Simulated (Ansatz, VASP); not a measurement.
TaN in VASP and in Ansatz

INCAR

```
SYSTEM = TaN
PREC = Accurate
ENCUT = 600
EDIFF = 1E-7
ISMEAR = 0
SIGMA = 0.1
LREAL = .FALSE.
LASPH = .TRUE.
NELM = 80
ALGO = Normal
ISIF = 3
LWAVE = .FALSE.
LCHARG = .FALSE.
GGA = CA
IBRION = 2
NSW = 70
EDIFFG = -0.005
```

Contents of KPOINTS:

```
regular mesh
0
G
  16 16 16
  0 0 0
```

The input POSCAR:

```
TaN
1.0
    0.0000000000      2.2086347751      2.2086347751
    2.2086347751      0.0000000000      2.2086347751
    2.2086347751      2.2086347751      0.0000000000
Ta N
1 1
Direct
    0.5000000000      0.5000000000      0.5000000000
    0.0000000000      0.0000000000      0.0000000000
```

Input for Ansatz:

```yaml
crystal:
  lattice:
    - [0.0, 2.208634778, 2.208634778]
    - [2.208634778, 0.0, 2.208634778]
    - [2.208634778, 2.208634778, 0.0]
  atoms:
    - { symbol: Ta, position: [0.5, 0.5, 0.5] }
    - { symbol: "N", position: [0.0, 0.0, 0.0] }
basis:
  ecutwfc: 420
kpoints:
  mp_grid: { grid: [16, 16, 16] }
hamiltonian:
  xc: lda
scf:
  occupations: { method: gaussian, width: 0.1 }
output:
  forces: true
  stress: true
  eigenvalues: true
relax:
  adjacent_minimum: "off"
  f_tol: 0.005
  max_steps: 50
  cell: { stress_tol: 0.05 }
```

Alike in both runs: task relaxation of cell and atoms; functional LDA; k mesh 16 × 16 × 16; occupations gaussian, width 0.1 eV; no spin polarisation.

|  | VASP | Ansatz |
| --- | --- | --- |
| version | VASP 6.6.1 | Ansatz 0.2.0 |
| potentials or method | VASP PAW LDA potentials, release 64 (Ta_pv, N), cutoff 600 eV | scalar-relativistic, plane waves, PAW |
| valence electrons in the cell | 16 | 18 |

```tsv
	VASP	Ansatz	Ansatz less VASP
gap on the k mesh at the Fermi level, each at its own relaxed structure (eV)	none	none	-
relaxed volume (Å³/atom)	10.33	10.28	-0.054
relaxed cell length with the largest relative difference (Å)	3.080	3.075	-0.0054
```

LDA's correlation is that of Perdew and Zunger in VASP and of Perdew and Wang (1992) in Ansatz. A gap of «none» marks a metal or a gap that the smearing closes. VASP's potentials hold 16 valence electrons a cell and Ansatz's 18, so a difference there can come from the potentials and not from the codes.

Neither program's run includes spin-orbit coupling.
